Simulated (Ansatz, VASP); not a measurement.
# Two plane-wave programs on Pd

INCAR

```
SYSTEM = Pd
PREC = Accurate
ENCUT = 500
EDIFF = 1E-6
ISMEAR = 0
SIGMA = 0.05
LREAL = .FALSE.
LASPH = .TRUE.
NELM = 120
ALGO = Normal
ISIF = 2
LWAVE = .FALSE.
LCHARG = .TRUE.
GGA = PE
LELF = .TRUE.
LVHAR = .TRUE.
NBANDS = 11
GGA_COMPAT = .FALSE.
```

KPOINTS

```
regular mesh
0
G
  8 8 8
  0 0 0
```

File POSCAR:

```
Pd
1.0
   -1.5755058183      1.5755058183      1.5755058183
    1.5755058183     -1.5755058183      1.5755058183
    1.5755058183      1.5755058183     -1.5755058183
Pd
1
Direct
    0.0000000000      0.0000000000      0.0000000000
```

Input for Ansatz:

```yaml
crystal:
  lattice:
    - [-1.5755058183, 1.5755058183, 1.5755058183]
    - [1.5755058183, -1.5755058183, 1.5755058183]
    - [1.5755058183, 1.5755058183, -1.5755058183]
  atoms:
    - { symbol: Pd, position: [0.0, 0.0, 0.0] }
basis:
  ecutwfc: 600
  ecutrho_ratio: 5
kpoints:
  mp_grid: { grid: [8, 8, 8] }
hamiltonian:
  xc: pbe
scf:
  occupations: { method: gaussian, width: 0.05 }
output:
  forces: true
  stress: true
  eigenvalues: true
```

Alike in both runs: task single point; functional PBE; k mesh 8 × 8 × 8; occupations gaussian, width 0.05 eV; no spin polarisation.

|  | VASP | Ansatz |
| --- | --- | --- |
| version | VASP 6.6.1 | Ansatz 0.2.0 |
| potentials or method | VASP PAW PBE potentials, release 64 (Pd), cutoff 500 eV | scalar-relativistic, plane waves, PAW |
| valence electrons in the cell | 10 | 18 |

Ansatz gave:

* gap on the k mesh at the Fermi level (eV): none
* pressure (GPa): -1.8

Which values does VASP return?

gap on the k mesh at the Fermi level (eV): none; pressure (GPa): -2.0.

A gap of «none» marks a metal or a gap that the smearing closes. The functional is the same, so the differences come from potentials, cutoffs and numerics. VASP's potentials hold 10 valence electrons a cell and Ansatz's 18, so a difference there can come from the potentials and not from the codes.
